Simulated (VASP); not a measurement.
# PbO2 (Fm-3m) in VASP: a series of runs, part 2 of 3

VASP 6.6.1. Earlier steps stand in the parts before.

## Step 3: Single point, PBEsol+D3(BJ)

This run uses another cell than the first one, of 12.40 Å³/atom, 1.037 times its volume.

File INCAR:

```
PREC     = Accurate       # precision mode
ENCUT    = 520            # plane-wave cutoff, eV
EDIFF    = 1E-7           # SCF threshold, eV
ISMEAR   = -1             # smearing method
SIGMA    = 0.05           # smearing width, eV
LREAL    = False          # projectors in reciprocal space
LASPH    = True           # aspherical terms in the spheres
NELM     = 80             # most SCF steps
ALGO     = Normal         # electronic algorithm
ISIF     = 2              # what is computed and relaxed
LWAVE    = False          # write WAVECAR
LCHARG   = False          # write CHGCAR
GGA      = PS             # functional
IVDW     = 12             # dispersion correction
NBANDS   = 20             # bands
```

File KPOINTS:

```
Automatic mesh
0
Gamma
  9 9 9
```

File POSCAR:

```
PbO2
1.0
    0.0000000000      2.6493180709      2.6493180709
    2.6493180709      0.0000000000      2.6493180709
    2.6493180709      2.6493180709      0.0000000000
Pb O
1 2
Direct
    0.0000000000      0.0000000000      0.0000000000
    0.7500000000      0.7500000000      0.7500000000
    0.2500000000      0.2500000000      0.2500000000
```

Potentials or basis: VASP PAW PBE potentials, release 64 (Pb_d, O).

Command:

```bash
cat potpaw_PBE.64/Pb_d/POTCAR potpaw_PBE.64/O/POTCAR > POTCAR
mpirun -np 1 vasp_std > vasp.out
```

OUTCAR:

```text
PREC = Accurate
   ENCUT = 520
   EDIFF = 1E-7
   ISMEAR = -1
   LREAL = False
   LASPH = True
   NELM = 80
   ISIF = 2
   GGA = PS
   IVDW = 12
 IVDW          = 12

 ion  position               nearest neighbor table
   1  0.000  0.000  0.000-   2 2.29   2 2.29   2 2.29   2 2.29   3 2.29   3 2.29   3 2.29   3 2.29

   2  0.750  0.750  0.750-   1 2.29   1 2.29   1 2.29   1 2.29
   3  0.250  0.250  0.250-   1 2.29   1 2.29   1 2.29   1 2.29

  LATTYP: Found a face centered cubic cell.
 ALAT       =     5.2986361418

  Lattice vectors:

 A1 = (   0.0000000000,   2.6493180709,   2.6493180709)
 A2 = (   2.6493180709,   0.0000000000,   2.6493180709)
 A3 = (   2.6493180709,   2.6493180709,   0.0000000000)

Analysis of symmetry for initial positions (statically):
=====================================================================
 Subroutine PRICEL returns:
 Original cell was already a primitive cell.

 Routine SETGRP: Setting up the symmetry group for a
 face centered cubic supercell.

 Subroutine GETGRP returns: Found 48 space group operations
 (whereof 48 operations were pure point group operations)
 out of a pool of 48 trial point group operations.

The static configuration has the point symmetry O_h .

Analysis of symmetry for dynamics (positions and initial velocities):
=====================================================================
 Subroutine PRICEL returns:
 Original cell was already a primitive cell.

 Routine SETGRP: Setting up the symmetry group for a
 face centered cubic supercell.

 Subroutine GETGRP returns: Found 48 space group operations
 (whereof 48 operations were pure point group operations)
 out of a pool of 48 trial point group operations.

The dynamic configuration has the point symmetry O_h .

[... 113 lines left out ...]
   EMIN   =  10.00;   EMAX   =-10.00  energy-range for DOS
   EFERMI =   0.00;   METHOD = LEGACY
   ISMEAR =    -1;   SIGMA  =   0.05  broadening in eV -4-tet -1-fermi 0-gaus
   EFERMI_NEDOS =   21; number of points for ismear=-14 and -15
   IALGO  =     38    algorithm
   IMIX   =      4    mixing-type and parameters
     AMIX     =   0.40;   BMIX     =  1.00
     AMIX_MAG =   1.60;   BMIX_MAG =  1.00
  volume/ion in A,a.u.               =      12.40        83.66
  Fermi-wavevector in a.u.,A,eV,Ry     =   1.452965  2.745706 28.723362  2.111108
  Thomas-Fermi vector in A             =   2.570286
   LORBIT       =      0    0 simple, 1 ext, 2 COOP (PROOUT), +10 PAW based schemes
   GGA     = PS    functional components
   LHFCALC =     F    Hartree Fock is set to
   AEXX    =    0.0000 exact exchange contribution
   IVDW    =    12    specifies the selected vdW correction
   LEPSILON=     F    determine dielectric tensor
   LRPA    =     F    only Hartree local field effects (RPA)
 non-spin polarized calculation
  energy-cutoff  :      520.00
  volume of cell :       37.19
 maximum number of plane-waves:      1018
   NGX = 13   NGY = 13   NGZ = 13

 number of electron      26.0000019 magnetization

 Free energy of the ion-electron system (eV)
  ---------------------------------------------------
  ext. energy  EPLUGINS =         0.00000000
  ---------------------------------------------------
  free energy    TOTEN  =       -16.78777804 eV

  energy without entropy =      -16.78201281  energy(sigma->0) =      -16.78489542

 E-fermi :   6.2609     XC(G=0): -11.7446

 val. band max:        6.2139757110   @ k =  -0.3333   0.4444   0.2222
 cond. band min:       6.9731514941   @ k =  -0.1111   0.1111   0.0000
 fundamental gap:      0.7591757831
 Fermi energy:         6.2609147696

 k-point     1 :       0.0000    0.0000    0.0000
  band No.  band energies     occupation
      1     -12.7044      2.00000
      2      -9.4480      2.00000
      3      -9.4480      2.00000
      4      -9.4480      2.00000
      5      -9.4337      2.00000
      6      -9.1306      2.00000
[... 541 lines left out ...]
     19      22.3382      0.00000
     20      23.6007      0.00000

 [... further k-points ...]

------------------------ aborting loop because EDIFF is reached ----------------------------------------

 Edisp (eV)   -0.66620

 E8    (eV) :    -0.4378

  FORCE on cell =-STRESS in cart. coord.  units (eV):
  Direction    XX          YY          ZZ          XY          YZ          ZX
  --------------------------------------------------------------------------------------
  -------------------------------------------------------------------------------------
  Total       0.06741     0.06741     0.06741    -0.00000     0.00000     0.00000
  in kB       2.90409     2.90409     2.90409    -0.00000     0.00000     0.00000
  external pressure =        2.90 kB  Pullay stress =        0.00 kB

 VOLUME and BASIS-vectors are now :
 -----------------------------------------------------------------------------
  energy-cutoff  :      520.00
  volume of cell :       37.19
      direct lattice vectors                 reciprocal lattice vectors
     0.000000000  2.649318071  2.649318071    -0.188727811  0.188727811  0.188727811
     2.649318071  0.000000000  2.649318071     0.188727811 -0.188727811  0.188727811
     2.649318071  2.649318071  0.000000000     0.188727811  0.188727811 -0.188727811

 POSITION                                       TOTAL-FORCE (eV/Angst)
 -----------------------------------------------------------------------------------
      0.00000      0.00000      0.00000        -0.000000      0.000000     -0.000000
      3.97398      3.97398      3.97398         0.000000      0.000000      0.000000
      1.32466      1.32466      1.32466        -0.000000     -0.000000     -0.000000
 -----------------------------------------------------------------------------------
    total drift:                                0.000000      0.000000      0.000000

  FREE ENERGIE OF THE ION-ELECTRON SYSTEM (eV)
  ---------------------------------------------------
  free  energy   TOTEN  =       -17.4539762588 eV

  energy  without entropy=      -17.4482110268  energy(sigma->0) =      -17.45109364
```

OSZICAR:

```text
N       E                     dE             d eps       ncg     rms          rms(c)
DAV:   1     0.257903008476E+03    0.25790E+03   -0.13667E+04  1432   0.161E+03
DAV:   2     0.382841033342E+01   -0.25407E+03   -0.24074E+03  1512   0.425E+02
DAV:   3    -0.186196352706E+02   -0.22448E+02   -0.21904E+02  1652   0.131E+02
DAV:   4    -0.192516855607E+02   -0.63205E+00   -0.63144E+00  1568   0.220E+01
DAV:   5    -0.192704315981E+02   -0.18746E-01   -0.18745E-01  1844   0.397E+00    0.892E+00
DAV:   6    -0.168219684676E+02    0.24485E+01   -0.93610E+00  2112   0.411E+01    0.280E+00
DAV:   7    -0.168076106033E+02    0.14358E-01   -0.48480E-01  1532   0.691E+00    0.166E+00
DAV:   8    -0.167956943920E+02    0.11916E-01   -0.14070E-01  1560   0.368E+00    0.739E-01
DAV:   9    -0.167872811623E+02    0.84132E-02   -0.24227E-02  1992   0.190E+00    0.127E-01
DAV:  10    -0.167877689667E+02   -0.48780E-03   -0.33213E-03  1508   0.411E-01    0.561E-02
DAV:  11    -0.167877809976E+02   -0.12031E-04   -0.76960E-05  1660   0.704E-02    0.285E-02
DAV:  12    -0.167877785143E+02    0.24833E-05   -0.28550E-05  1560   0.427E-02    0.811E-03
DAV:  13    -0.167877780471E+02    0.46712E-06   -0.31904E-06  1616   0.139E-02    0.692E-04
DAV:  14    -0.167877780393E+02    0.78376E-08   -0.10818E-07  1284   0.423E-03
   1 F= -.17453976E+02 E0= -.17451094E+02  d E =-.576523E-02
```

Run time: 51 s. Hardware: 1 thread of AMD EPYC 7R13, shared host; peak memory 0.15 GiB.

What came out:

```yaml
Free_energy: -17.4540 eV
Pressure: 0.3 GPa
Band_gap_on_the_k_mesh: zero (band 13 reaches 6.21 eV, above the bottom of band 14 at 4.92 eV)
Dispersion_energy_per_atom: -0.222 eV
```

Levels at points of the mesh, in eV from the Fermi level:
```tsv
k point	band 9	band 10	band 11	band 12	band 13	band 14	band 15	band 16	band 17	band 18
(0.00, 0.00, 0.00)	-2.08	-2.08	-2.08	-1.34	-1.34	-1.34	7.01	7.01	7.01	11.78
```

Caveat: the PAW data sets were made with another functional, which shifts forces and pressure a little; spin-orbit coupling is left out, which moves the levels of the heavy elements; pairwise dispersion overbinds metals, which lowers pressure and volume.

## Step 4: Single point, PBEsol+D4

This run uses another cell than the first one, of 12.47 Å³/atom, 1.044 times its volume.

File INCAR:

```
SYSTEM = PbO2
ALGO = Normal
EDIFF = 1E-6
ENCUT = 520
GGA = PS
ISIF = 2
ISMEAR = -1
IVDW = 13
LASPH = .TRUE.
LCHARG = .TRUE.
LELF = .TRUE.
LREAL = .FALSE.
LVHAR = .TRUE.
LWAVE = .FALSE.
NBANDS = 20
NELM = 80
PREC = Accurate
SIGMA = 0.05
```

File KPOINTS:

```
k-points
0
G
  9 9 9
  0 0 0
```

File POSCAR:

```
PbO2
1.0
    0.0000000000      2.6545706593      2.6545706593
    2.6545706593      0.0000000000      2.6545706593
    2.6545706593      2.6545706593      0.0000000000
Pb O
1 2
Direct
    0.0000000000      0.0000000000      0.0000000000
    0.7500000000      0.7500000000      0.7500000000
    0.2500000000      0.2500000000      0.2500000000
```

Potentials or basis: VASP PAW PBE potentials, release 64 (Pb_d, O).

Command:

```bash
cat potpaw_PBE.64/Pb_d/POTCAR potpaw_PBE.64/O/POTCAR > POTCAR
mpirun -np 1 vasp_std > vasp.out
```

OUTCAR:

```text
SYSTEM = PbO2
   EDIFF = 1E-6
   ENCUT = 520
   GGA = PS
   ISIF = 2
   ISMEAR = -1
   IVDW = 13
   LASPH = .TRUE.
   LREAL = .FALSE.
   NELM = 80
   PREC = Accurate

 ion  position               nearest neighbor table
   1  0.000  0.000  0.000-   2 2.30   2 2.30   2 2.30   2 2.30   3 2.30   3 2.30   3 2.30   3 2.30

   2  0.750  0.750  0.750-   1 2.30   1 2.30   1 2.30   1 2.30
   3  0.250  0.250  0.250-   1 2.30   1 2.30   1 2.30   1 2.30

  LATTYP: Found a face centered cubic cell.
 ALAT       =     5.3091413186

  Lattice vectors:

 A1 = (   0.0000000000,   2.6545706593,   2.6545706593)
 A2 = (   2.6545706593,   0.0000000000,   2.6545706593)
 A3 = (   2.6545706593,   2.6545706593,   0.0000000000)

Analysis of symmetry for initial positions (statically):
=====================================================================
 Subroutine PRICEL returns:
 Original cell was already a primitive cell.

 Routine SETGRP: Setting up the symmetry group for a
 face centered cubic supercell.

 Subroutine GETGRP returns: Found 48 space group operations
 (whereof 48 operations were pure point group operations)
 out of a pool of 48 trial point group operations.

The static configuration has the point symmetry O_h .
[... 161 lines left out ...]

 E-fermi :   6.1792     XC(G=0): -11.7118

 val. band max:        6.1331479351   @ k =  -0.3333   0.4444   0.2222
 cond. band min:       6.8684094400   @ k =  -0.1111   0.1111   0.0000
 fundamental gap:      0.7352615049
 Fermi energy:         6.1791642623

 k-point     1 :       0.0000    0.0000    0.0000
  band No.  band energies     occupation
      1     -12.7326      2.00000
      2      -9.5178      2.00000
      3      -9.5178      2.00000
      4      -9.5178      2.00000
      5      -9.5024      2.00000
      6      -9.2084      2.00000
[... 541 lines left out ...]
     19      22.2501      0.00000
     20      23.4627      0.00000

 [... further k-points ...]

------------------------ aborting loop because EDIFF is reached ----------------------------------------

  DFT-D4 for vdW energy calculation

  Edisp (eV):   -0.49600

  FORCE on cell =-STRESS in cart. coord.  units (eV):
  Direction    XX          YY          ZZ          XY          YZ          ZX
  --------------------------------------------------------------------------------------
  -------------------------------------------------------------------------------------
  Total       0.06209     0.06209     0.06209     0.00000     0.00000     0.00000
  in kB       2.65916     2.65916     2.65916     0.00000     0.00000     0.00000
  external pressure =        2.66 kB  Pullay stress =        0.00 kB

 VOLUME and BASIS-vectors are now :
 -----------------------------------------------------------------------------
  energy-cutoff  :      520.00
  volume of cell :       37.41
      direct lattice vectors                 reciprocal lattice vectors
     0.000000000  2.654570659  2.654570659    -0.188354376  0.188354376  0.188354376
     2.654570659  0.000000000  2.654570659     0.188354376 -0.188354376  0.188354376
     2.654570659  2.654570659  0.000000000     0.188354376  0.188354376 -0.188354376

 POSITION                                       TOTAL-FORCE (eV/Angst)
 -----------------------------------------------------------------------------------
      0.00000      0.00000      0.00000        -0.000000      0.000000      0.000000
      3.98186      3.98186      3.98186        -0.000000     -0.000000     -0.000000
      1.32729      1.32729      1.32729         0.000000      0.000000      0.000000
 -----------------------------------------------------------------------------------
    total drift:                                0.000000      0.000000      0.000000

  FREE ENERGIE OF THE ION-ELECTRON SYSTEM (eV)
  ---------------------------------------------------
  free  energy   TOTEN  =       -17.2879244641 eV

  energy  without entropy=      -17.2821632203  energy(sigma->0) =      -17.28504384
```

Run time: 39 s. Hardware: 1 thread of AMD EPYC 7R13, shared host; peak memory 0.14 GiB.

What came out:

```
Free energy                : -17.2879 eV
Pressure                   : 0.3 GPa
Band gap on the k mesh     : zero (band 13 reaches 6.13 eV, above the bottom of band 14 at 4.85 eV)
Dispersion energy per atom : -0.165 eV
```

Levels at points of the mesh, in eV from the Fermi level:
```
           k point  band 10  band 11  band 12  band 13  band 14  band 15  band 16  band 17
(0.00, 0.00, 0.00)    -2.07    -2.07    -1.32    -1.32    -1.32     6.99     6.99     6.99
```

Caveat: the PAW data sets were made with another functional, which shifts forces and pressure a little; spin-orbit coupling is left out, which moves the levels of the heavy elements; pairwise dispersion overbinds metals, which lowers pressure and volume.

## Step 5: Single point, PBE+D3(BJ)

This run uses another cell than the first one, of 12.92 Å³/atom, 1.081 times its volume.

File INCAR:

```
PREC     = Accurate       # precision mode
ENCUT    = 520            # plane-wave cutoff, eV
EDIFF    = 1E-7           # SCF threshold, eV
ISMEAR   = -1             # smearing method
SIGMA    = 0.05           # smearing width, eV
LREAL    = F              # projectors in reciprocal space
LASPH    = T              # aspherical terms in the spheres
NELM     = 100            # most SCF steps
ALGO     = Normal         # electronic algorithm
ISIF     = 2              # what is computed and relaxed
LWAVE    = F              # write WAVECAR
LCHARG   = F              # write CHGCAR
GGA      = PE             # functional
IVDW     = 12             # dispersion correction
NBANDS   = 20             # bands
```

File KPOINTS:

```
regular mesh
0
Gamma
  9 9 9
```

File POSCAR:

```
PbO2
1.0
    0.0000000000      2.6858459322      2.6858459322
    2.6858459322      0.0000000000      2.6858459322
    2.6858459322      2.6858459322      0.0000000000
Pb O
1 2
Direct
    0.0000000000      0.0000000000      0.0000000000
    0.7500000000      0.7500000000      0.7500000000
    0.2500000000      0.2500000000      0.2500000000
```

Command:

```bash
cat potpaw_PBE.64/Pb_d/POTCAR potpaw_PBE.64/O/POTCAR > POTCAR
mpirun -np 1 vasp_std > vasp.out
```

It took 42 s on 1 thread of AMD EPYC 7R13, shared host; peak memory 0.15 GiB.

The run converged. Its results:

* Free energy: -16.3002 eV
* Pressure: 0.2 GPa
* Band gap on the k mesh: zero (band 13 reaches 5.81 eV, above the bottom of band 14 at 4.62 eV)
* Dispersion energy per atom: -0.232 eV

Levels at points of the mesh, in eV from the Fermi level:
```
           k point  band 9  band 10  band 11  band 12  band 13  band 14  band 15  band 16  band 17  band 18
(0.00, 0.00, 0.00)   -1.99    -1.99    -1.99    -1.23    -1.23    -1.23     7.05     7.05     7.05    11.88
```

Caveat: spin-orbit coupling is left out, which moves the levels of the heavy elements; pairwise dispersion overbinds metals, which lowers pressure and volume.

(Part 2 of 3 ends here.)
